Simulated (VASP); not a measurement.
Crystal: YZn2.

```xyz
6
Lattice="0.0000 3.8369 3.8369 3.8369 0.0000 3.8369 3.8369 3.8369 0.0000" Properties=species:S:1:pos:R:3 pbc="T T T"
Y     0.0000    0.0000    0.0000
Y     1.9185    1.9185    1.9185
Zn    4.7961    2.8777    2.8777
Zn    2.8777    4.7961    2.8777
Zn    2.8777    2.8777    4.7961
Zn    4.7961    4.7961    4.7961
```

```yaml
Program: VASP 6.6.1
Task: relaxation of cell and atoms
Functional: LDA
Potentials_or_basis: VASP PAW LDA potentials, release 64 (Y_sv, Zn)
Cutoff: 600 eV
k_mesh: 4 × 4 × 4
Occupations: fermi-dirac, width 0.05 eV
Spin: no spin polarisation
```

At the start: pressure -5.0 GPa; volume 18.83 Å³/atom.

Where does the relaxation end?

Over 3 steps the energy falls by 20.6 meV/atom and the volume is 17.59 Å³/atom (-6.6 %); space group Fd-3m (No. 227, to 0.05 Å).

Step by step:
```
step  energy change (eV)  largest force (eV/Å)  pressure (GPa)  volume (Å³)
   1              0.0000                0.0000           -5.02       112.97
   2             -0.1135                0.0000            1.65       103.61
   3             -0.1234                0.0000           -0.02       105.54
```

Final structure:
```
Y Zn
1.0
     0.00000    3.75083    3.75083
     3.75083    0.00000    3.75083
     3.75083    3.75083    0.00000
Y Zn
2 4
Direct
  0.00000 0.00000 0.00000
  0.25000 0.25000 0.25000
  0.12500 0.62500 0.62500
  0.62500 0.12500 0.62500
  0.62500 0.62500 0.12500
  0.62500 0.62500 0.62500
```
